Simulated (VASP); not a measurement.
# P (R-3m) in VASP: relaxation of cell and atoms with r2SCAN

Aim: the relaxation of cell and atoms of P with r2SCAN.

All numbers are computed with VASP 6.6.1; they aren't measurements. Logs are shortened: lines on timing, memory, paths and dates and some standing lists are left out, and cuts for length are marked.

### Step 1. The cell of the first run

The structure is trigonal, space group R-3m (No. 166). The conventional cell has a = 3.401 Å, b = 3.401 Å, c = 8.677 Å, α = 90.00°, β = 90.00°, γ = 120.00°. P (site symmetry 3m) has 6 P at 2.28 to 2.62 Å within 3.0 Å.

### Step 2. Relaxation of cell and atoms, r2SCAN, target pressure 7.4 GPa, at which the enthalpy is minimised

POSCAR reads:

```
P
1.0
    1.7004581635      0.9817599785      2.8921724973
   -1.7004581635      0.9817599785      2.8921724973
    0.0000000000     -1.9635199569      2.8921724974
P
2
Direct
    0.2334331569      0.2334331569      0.2334331569
    0.7665668431      0.7665668431      0.7665668431
```

INCAR.step1 reads:

```
PREC     = Accurate       # precision mode
ENCUT    = 600            # plane-wave cutoff, eV
ISMEAR   = 0              # smearing method
SIGMA    = 0.1            # smearing width, eV
LREAL    = F              # projectors in reciprocal space
LASPH    = T              # aspherical terms in the spheres
NELM     = 100            # most SCF steps
GGA      = PE             # functional
ALGO     = Normal         # electronic algorithm
EDIFF    = 1E-4           # SCF threshold, eV
LWAVE    = T              # write WAVECAR
LCHARG   = F              # write CHGCAR
```

INCAR.step2 reads:

```
PREC     = Accurate       # precision mode
ENCUT    = 600            # plane-wave cutoff, eV
EDIFF    = 1E-7           # SCF threshold, eV
ISMEAR   = 0              # smearing method
SIGMA    = 0.1            # smearing width, eV
LREAL    = F              # projectors in reciprocal space
LASPH    = T              # aspherical terms in the spheres
NELM     = 100            # most SCF steps
ALGO     = Normal         # electronic algorithm
ISIF     = 3              # what is computed and relaxed
LWAVE    = F              # write WAVECAR
LCHARG   = F              # write CHGCAR
METAGGA  = R2SCAN         # meta-GGA
LMIXTAU  = T            
IBRION   = 2              # ionic algorithm
NSW      = 80             # ionic steps
EDIFFG   = -0.05          # ionic threshold
PSTRESS  = 74.0         
ISTART   = 1
```

KPOINTS reads:

```
Automatic mesh
0
Gamma
  9 9 9
```

Potentials or basis: VASP PAW PBE potentials, release 64 (P).

Run with:

```console
cat potpaw_PBE.64/P/POTCAR > POTCAR
cp INCAR.step1 INCAR
mpirun -np 1 vasp_std > vasp.out
cp INCAR.step2 INCAR
mpirun -np 1 vasp_std > vasp.out
```

OUTCAR:

```text
PREC = Accurate
   ENCUT = 600
   EDIFF = 1E-7
   ISMEAR = 0
   LREAL = F
   LASPH = T
   NELM = 100
   ISIF = 3
   METAGGA = R2SCAN
   IBRION = 2
   NSW = 80
   EDIFFG = -0.05
   PSTRESS = 74.0
   ISTART = 1

 ion  position               nearest neighbor table
   1  0.233  0.233  0.233-   2 2.28   2 2.28   2 2.28   2 2.62   2 2.62   2 2.62
   2  0.767  0.767  0.767-   1 2.28   1 2.28   1 2.28   1 2.62   1 2.62   1 2.62

  LATTYP: Found a trigonal (rhomboedric) cell.
 ALAT       =     3.4957220106
 COS(alpha) =     0.5267527267

  Lattice vectors:

 A1 = (   1.7004581635,   0.9817599785,   2.8921724973)
 A2 = (  -1.7004581635,   0.9817599785,   2.8921724973)
 A3 = (   0.0000000000,  -1.9635199569,   2.8921724974)

Analysis of symmetry for initial positions (statically):
=====================================================================
 Subroutine PRICEL returns:
 Original cell was already a primitive cell.

 Routine SETGRP: Setting up the symmetry group for a
 trigonal (rhombohedral) supercell.

 Subroutine GETGRP returns: Found 12 space group operations
 (whereof 12 operations were pure point group operations)
 out of a pool of 12 trial point group operations.

The static configuration has the point symmetry D_3d.

Analysis of symmetry for dynamics (positions and initial velocities):
=====================================================================
 Subroutine PRICEL returns:
 Original cell was already a primitive cell.

 Routine SETGRP: Setting up the symmetry group for a
 trigonal (rhombohedral) supercell.

 Subroutine GETGRP returns: Found 12 space group operations
 (whereof 12 operations were pure point group operations)
 out of a pool of 12 trial point group operations.

The dynamic configuration has the point symmetry D_3d.

 Subroutine INISYM returns: Found 12 space group operations
 (whereof 12 operations are pure point group operations),
 and found     1 'primitive' translations

----------------------------------------------------------------------------------------

                                     Primitive cell

  volume of cell :      28.9699

  direct lattice vectors                    reciprocal lattice vectors
     1.700458164  0.981759978  2.892172497     0.294038401  0.169763150  0.115253614
    -1.700458164  0.981759978  2.892172497    -0.294038401  0.169763150  0.115253614
     0.000000000 -1.963519957  2.892172497     0.000000000 -0.339526300  0.115253614

  length of vectors
     3.495722011  3.495722011  3.495722011     0.358554744  0.358554744  0.358554744

  position of ions in fractional coordinates (direct lattice)
     0.233433157  0.233433157  0.233433157
     0.766566843  0.766566843  0.766566843

  ion indices of the primitive-cell ions
   primitive index   ion index
                 1           1
                 2           2

----------------------------------------------------------------------------------------

 KPOINTS: Automatic mesh

Automatic generation of k-mesh.
 Grid dimensions read from file:
 generate k-points for:    9    9    9

 Generating k-lattice:

  Cartesian coordinates                     Fractional coordinates (reciprocal lattice)
     0.032670933  0.018862572  0.012805957     0.111111111  0.000000000  0.000000000
    -0.032670933  0.018862572  0.012805957     0.000000000  0.111111111  0.000000000
     0.000000000 -0.037725144  0.012805957    -0.000000000 -0.000000000  0.111111111

  Length of vectors
     0.039839416  0.039839416  0.039839416

  Shift w.r.t. Gamma in fractional coordinates (k-lattice)
     0.000000000  0.000000000  0.000000000

 Subroutine IBZKPT returns following result:
 ===========================================

 Found     85 irreducible k-points:

 Following reciprocal coordinates:
            Coordinates               Weight
  0.000000  0.000000  0.000000      1.000000
  0.111111  0.000000 -0.000000      6.000000
  0.222222  0.000000 -0.000000      6.000000
  0.333333 -0.000000  0.000000      6.000000
  0.444444  0.000000 -0.000000      6.000000
  0.111111  0.111111 -0.000000      6.000000
[... 16 lines left out ...]
 -0.333333  0.333333  0.000000      6.000000
  0.444444  0.444444 -0.000000      6.000000
 [... further k-points ...]
   k-points           NKPTS =     85   k-points in BZ     NKDIM =     85   number of bands    NBANDS=      9
   number of dos      NEDOS =    301   number of ions     NIONS =      2
   total plane-waves  NPLWV =  21952
   dimension x,y,z NGX =    28 NGY =   28 NGZ =   28
   dimension x,y,z NGXF=    56 NGYF=   56 NGZF=   56
   ions per type =               2
   NGX,Y,Z   is equivalent  to a cutoff of  13.32, 13.32, 13.32 a.u.
   NGXF,Y,Z  is equivalent  to a cutoff of  26.63, 26.63, 26.63 a.u.
 SYSTEM =  unknown system
   PREC   = accura    normal or accurate (medium, high low for compatibility)
   ISTART =      1    job   : 0-new  1-cont  2-samecut
   ICHARG =      0    charge: 1-file 2-atom 10-const
   ISPIN  =      1    spin polarized calculation?
   LNONCOLLINEAR =      F non collinear calculations
   LSORBIT =      F    spin-orbit coupling
   LASPH  =      T    aspherical Exc in radial PAW
   ENCUT  =  600.0 eV  44.10 Ry    6.64 a.u.   6.98  6.98  6.98*2*pi/ulx,y,z
   NELM   =    100;   NELMIN=  2; NELMDL=  0     # of ELM steps
   EDIFF  = 0.1E-06   stopping-criterion for ELM
   LREAL  =      F    real-space projection
   EDIFFG = -.5E-01   stopping-criterion for IOM
   NSW    =     80    number of steps for IOM
   IBRION =      2    ionic relax: 0-MD 1-quasi-New 2-CG
   NFREE  =      1    steps in history (QN), initial steepest desc. (CG)
   ISIF   =      3    stress and relaxation
   ISYM   =      2    0-nonsym 1-usesym 2-fastsym
   POTIM  = 0.5000    time-step for ionic-motion
   TEBEG  =    0.0;   TEEND  =   0.0 temperature during run
   PSTRESS=   74.0 pullay stress
   NELECT =      10.0000    total number of electrons
   NUPDOWN=      -1.0000    fix difference up-down
   EMIN   =  10.00;   EMAX   =-10.00  energy-range for DOS
   EFERMI =   0.00;   METHOD = LEGACY
   ISMEAR =     0;   SIGMA  =   0.10  broadening in eV -4-tet -1-fermi 0-gaus
   EFERMI_NEDOS =   21; number of points for ismear=-14 and -15
   IALGO  =     38    algorithm
   IMIX   =      4    mixing-type and parameters
     AMIX     =   0.40;   BMIX     =  1.00
     AMIX_MAG =   1.60;   BMIX_MAG =  1.00
  volume/ion in A,a.u.               =      14.48        97.75
  Fermi-wavevector in a.u.,A,eV,Ry     =   1.148398  2.170158 17.943621  1.318819
  Thomas-Fermi vector in A             =   2.285074
   LORBIT       =      0    0 simple, 1 ext, 2 COOP (PROOUT), +10 PAW based schemes
   METAGGA = R2SCAN    functional components
   LHFCALC =     F    Hartree Fock is set to
   AEXX    =    0.0000 exact exchange contribution
   IVDW    =     0    specifies the selected vdW correction
   LEPSILON=     F    determine dielectric tensor
   LRPA    =     F    only Hartree local field effects (RPA)
 conjugate gradient relaxation of ions
 non-spin polarized calculation
 Gauss-broadening in eV      SIGMA  =   0.10
  energy-cutoff  :      600.00
  volume of cell :       28.97
 maximum number of plane-waves:       982
   NGX = 13   NGY = 13   NGZ = 13

--------------------------------------- Ionic step        1  -------------------------------------------

 number of electron       9.9999999 magnetization

 Free energy of the ion-electron system (eV)
  ---------------------------------------------------
  ext. energy  EPLUGINS =         0.00000000
  ---------------------------------------------------
  free energy    TOTEN  =       -17.71595562 eV

  energy without entropy =      -17.71413675  energy(sigma->0) =      -17.71504618

------------------------ aborting loop because EDIFF is reached ----------------------------------------

  FORCE on cell =-STRESS in cart. coord.  units (eV):
  Direction    XX          YY          ZZ          XY          YZ          ZX
  --------------------------------------------------------------------------------------
  -------------------------------------------------------------------------------------
  Total        1.2014652      1.2014652      1.2600740     -0.0000000     -0.0000000      0.0000000
  in kB       66.4469507     66.4469507     69.6883047     -0.0000000     -0.0000000      0.0000000
  external PRESSURE =      -6.4725980 kB  Pullay stress =      74.0000000 kB
[... 61 lines left out ...]
  enthalpy is  TOTEN    =       -16.3781010962 eV   P V=        1.3267352858

--------------------------------------- Ionic step        3  -------------------------------------------

 number of electron       9.9999999 magnetization

 Free energy of the ion-electron system (eV)
  ---------------------------------------------------
  ext. energy  EPLUGINS =         0.00000000
  ---------------------------------------------------
  free energy    TOTEN  =       -17.71019552 eV

  energy without entropy =      -17.70837781  energy(sigma->0) =      -17.70928667

 E-fermi :  10.4101     XC(G=0): -11.8701

 val. band max:       10.2196504304   @ k =   0.4444   0.0000  -0.0000
 cond. band min:      10.4141638187   @ k =  -0.4444   0.4444   0.4444
 fundamental gap:      0.1945133883
 Fermi energy:        10.4100822935

 k-point     1 :       0.0000    0.0000    0.0000
  band No.  band energies     occupation
      1      -7.8097      2.00000
      2       7.2353      2.00000
      3       7.2353      2.00000
      4       7.2543      2.00000
      5       8.3492      2.00000
      6      12.7462      0.00000
      7      13.8500      0.00000
      8      13.8500      0.00000
      9      16.2109      0.00000
[... 265 lines left out ...]
 k-point    24 :       0.4444    0.4444   -0.0000
  band No.  band energies     occupation
      1      -3.6959      2.00000
      2       0.2828      2.00000
      3       2.8369      2.00000
      4       4.1974      2.00000
      5       4.3104      2.00000
      6      10.6096      0.00478
      7      18.0362      0.00000
      8      18.8060      0.00000
      9      19.6723      0.00000

 [... further k-points ...]
[... 5 lines left out ...]
  --------------------------------------------------------------------------------------
  -------------------------------------------------------------------------------------
  Total        1.3554479      1.3554479      1.3835446      0.0000000     -0.0000000      0.0000000
  in kB       75.3165757     75.3165757     76.8777889      0.0000000     -0.0000000      0.0000000
  external PRESSURE =       1.8369801 kB  Pullay stress =      74.0000000 kB
[... 17 lines left out ...]
  FREE ENERGIE OF THE ION-ELECTRON SYSTEM (eV)
  ---------------------------------------------------
  free  energy   TOTEN  =       -17.7101955177 eV

  energy  without entropy=      -17.7083778128  energy(sigma->0) =      -17.70928667

  enthalpy is  TOTEN    =       -16.3784415830 eV   P V=        1.3317539348

 reached required accuracy - stopping structural energy minimisation
```

Run time: 2.4 min. Hardware: 1 thread of Intel Xeon Platinum 8375C at 2.90GHz (Ice Lake), shared host; peak memory 0.17 GiB.

Results:

```yaml
Free_energy: -17.7102 eV
Relaxed_volume: 14.42 Å³/atom
Relaxed_cell: a = 3.491 Å, b = 3.491 Å, c = 3.491 Å, α = 58.18°, β = 58.18°, γ = 58.18°
Space_group_after_relaxing_to_0.05_Å: R-3m (No. 166)
Energy_change_on_relaxing_the_enthalpy_is_what_falls: +2.9 meV/atom
Ionic_steps: 3
Pressure_after_relaxing: 7.6 GPa
Largest_force_after_relaxing: 0.027 eV/Å
Band_gap_on_the_k_mesh: zero (band 5 reaches 11.04 eV, above the bottom of band 6 at 9.67 eV)
```

Forces in eV/Å, atoms in the order of the input:
```
P    0.000  0.000 -0.027
P    0.000  0.000  0.027
```

Stress tensor (GPa, compression positive):
```
7.53 0.00 0.00
0.00 7.53 0.00
0.00 0.00 7.69
```

Step by step:
| step | energy change (eV) | largest force (eV/Å) | pressure (GPa) | volume (Å³) |
| --- | --- | --- | --- | --- |
| 1 | 0.0000 | 0.0925 | 6.75 | 28.97 |
| 2 | 0.0111 | 0.0254 | 8.26 | 28.73 |
| 3 | 0.0058 | 0.0273 | 7.58 | 28.83 |

Final structure:
```
CELL_PARAMETERS angstrom
1.69735 0.97996 2.88915
-1.69735 0.97996 2.88915
0.00000 -1.95993 2.88915
ATOMIC_POSITIONS crystal
P 0.23315 0.23315 0.23315
P 0.76685 0.76685 0.76685
```

Levels at points of the mesh, in eV from the Fermi level:
```tsv
k point	band 1	band 2	band 3	band 4	band 5	band 6	band 7	band 8	band 9
(0.00, 0.00, 0.00)	-18.22	-3.17	-3.17	-3.16	-2.06	2.34	3.44	3.44	5.80
```

Caveat: the cell is relaxed towards a set pressure, so the enthalpy falls and the energy may rise; the PAW data sets were made with another functional, which shifts forces and pressure a little; the relaxation stopped at a loose force limit of 0.05 eV/Å, so its end isn't a converged minimum.
